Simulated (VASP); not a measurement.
The system is KCl.

```
K Cl
1.0
     0.00000    3.14647    3.14647
     3.14647    0.00000    3.14647
     3.14647    3.14647    0.00000
K Cl
1 1
Direct
  0.98882 0.01186 0.99803
  0.48303 0.50210 0.50564
```

Base run:

- Program: VASP 6.6.1
- Functional: PBE
- Potentials or basis: VASP PAW PBE potentials, release 64 (K_sv, Cl)
- Cutoff: 520 eV
- k mesh: 5 × 5 × 5
- Occupations: fermi-dirac, width 0.05 eV
- Spin: no spin polarisation

Its results: band gap on the k mesh 5.19 eV; pressure 0.8 GPa; largest force 0.068 eV/Å.

Q: After a change of settings the same cell gave: band gap on the k mesh 5.02 eV; pressure -0.4 GPa; largest force 0.060 eV/Å. Which change was it?
A. occupations from fermi-dirac, width 0.05 eV to fermi-dirac, width 0.01 eV
B. functional from PBE to PBEsol; k mesh from 5 × 5 × 5 to 7 × 7 × 7
C. k mesh from 5 × 5 × 5 to 8 × 8 × 8; occupations from fermi-dirac, width 0.05 eV to methfessel-paxton, width 0.05 eV
D. k mesh from 5 × 5 × 5 to 7 × 7 × 7; further incar settings from ALGO = Normal; EDIFF = 1e-06; NBANDS = 15 to ALGO = Normal; EDIFF = 1e-07; NBANDS = 15

A: B.

Caveats: the PAW data sets were made with another functional, which shifts forces and pressure a little (at least some runs); an odd mesh through Γ misses points on the zone boundary, where band edges can lie (at least some runs).
